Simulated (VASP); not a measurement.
A run of VASP 6.6.1 is set up as follows.

INCAR

```
SYSTEM = Sn
PREC     = Accurate       ! precision mode
ENCUT    = 600            ! plane-wave cutoff, eV
EDIFF    = 1E-6           ! SCF threshold, eV
ISMEAR   = -1             ! smearing method
SIGMA    = 0.1            ! smearing width, eV
LREAL    = .False.        ! projectors in reciprocal space
LASPH    = .True.         ! aspherical terms in the spheres
NELM     = 60             ! most SCF steps
ALGO     = Normal         ! electronic algorithm
ISIF     = 3              ! what is computed and relaxed
LWAVE    = .False.        ! write WAVECAR
LCHARG   = .False.        ! write CHGCAR
GGA      = PE             ! functional
IBRION   = 2              ! ionic algorithm
NSW      = 60             ! ionic steps
EDIFFG   = -0.005         ! ionic threshold
PSTRESS  = 3700.0
```

KPOINTS

```
regular mesh
0
Gamma
  18 18 17
  0 0 0
```

File POSCAR:

```
Sn
1.0
    2.4078357388      0.0000000000      0.0000000000
   -1.2039178694      2.0852469180      0.0000000000
    0.0000000000      0.0000000000      2.2633655945
Sn
1
Direct
    0.0000000000      0.0000000000      0.0000000000
```

Potentials or basis: VASP PAW PBE potentials, release 64 (Sn_d).

Run with:

```sh
$ cat potpaw_PBE.64/Sn_d/POTCAR > POTCAR
$ mpirun -np 1 vasp_std > vasp.out
```

Problem. Predict the relaxed volume.

Solution. 11.54 Å³/atom.

Problem. Predict the space group after relaxing (to 0.05 Å).

Solution. P6/mmm (No. 191).

Problem. What does it give for the band gap on the k mesh?

Solution. Zero (band 7 reaches 33.13 eV, above the bottom of band 8 at 18.00 eV).

Problem. Predict the relaxed cell.

Solution. a = 2.423 Å, b = 2.423 Å, c = 2.269 Å, α = 90.00°, β = 90.00°, γ = 120.00°.

Final structure:
```
CELL_PARAMETERS angstrom
2.42319 0.00000 0.00000
-1.21159 2.09854 0.00000
0.00000 0.00000 2.26938
ATOMIC_POSITIONS crystal
Sn 0.00000 0.00000 0.00000
```

Caveat: the cell is relaxed towards a set pressure, so the enthalpy falls and the energy may rise; spin-orbit coupling is left out, which moves the levels of the heavy elements.
